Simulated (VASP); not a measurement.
Sn: electric field gradients with LDA

Crystal: Sn.

```xyz
2
Lattice="0.0000 3.2883 3.2883 3.2883 0.0000 3.2883 3.2883 3.2883 0.0000" Properties=species:S:1:pos:R:3 pbc="T T T"
Sn    3.2883    3.2883    3.2883
Sn    4.9325    4.9325    4.9325
```

This cell differs from its parent crystal: volume scaled by 1.04.

| Quantity | Value |
| --- | --- |
| Program | VASP 6.6.1 |
| Task | electric field gradients |
| Functional | LDA |
| Potentials or basis | VASP PAW LDA potentials, release 64 (Sn_d) |
| Cutoff | 520 eV |
| k mesh | 9 × 9 × 9 |
| Occupations | fermi-dirac, width 0.03 eV |
| Spin | no spin polarisation |
| Dipole correction | no |
| Further INCAR settings | ALGO = Normal; EDIFF = 1e-08; NBANDS = 21 |

- Pressure: -1.9 GPa
- Band gap on the k mesh: zero (band 14 reaches 5.04 eV, above the bottom of band 15 at 4.79 eV)

Levels at points of the mesh, in eV from the Fermi level:
```
           k point  band 12  band 13  band 14  band 15  band 16  band 17
(0.00, 0.00, 0.00)    -0.97     0.19     0.19     0.19     2.24     2.24
```

It took 33 s on 1 thread of Intel(R) Xeon(R) Platinum 8375C CPU @ 2.90GHz (Ice Lake) (shared host), peak memory 0.19 GiB.

Caveat: without QUAD_EFG the Cq values of the log hold for a quadrupole moment of 1 mb, not for the nuclei; spin-orbit coupling is left out, which moves the levels of the heavy elements.
